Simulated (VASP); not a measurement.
A run of VASP 6.6.1 is set up as follows.

File INCAR:

```
PREC = Accurate
ENCUT = 500
EDIFF = 1E-6
ISMEAR = -1
SIGMA = 0.02
LREAL = False
LASPH = True
NELM = 120
ALGO = Normal
ISIF = 2
LWAVE = False
LCHARG = True
GGA = PS
LELF = True
LVHAR = True
NBANDS = 13
GGA_COMPAT = False
```

KPOINTS

```
regular mesh
0
Gamma
  7 7 7
```

POSCAR

```
Te
1.0
    0.0000000000      3.5269040256      3.5269040256
    3.5269040256      0.0000000000      3.5269040256
    3.5269040256      3.5269040256      0.0000000000
Te
2
Direct
    1.0000000000      1.0000000000      1.0000000000
    0.2500000000      0.2500000000      0.2500000000
```

Potentials or basis: VASP PAW PBE potentials, release 64 (Te).

Command:

```bash
$ cat potpaw_PBE.64/Te/POTCAR > POTCAR
$ mpirun -np 1 vasp_std > vasp.out
```

Estimate the band gap on the k mesh.

zero (bands 6 and 7 overlap by 0.94 eV).

Predict the pressure.

0.0 GPa.

Caveat: the PAW data sets were made with another functional, which shifts forces and pressure a little; spin-orbit coupling is left out, which moves the levels of the heavy elements.
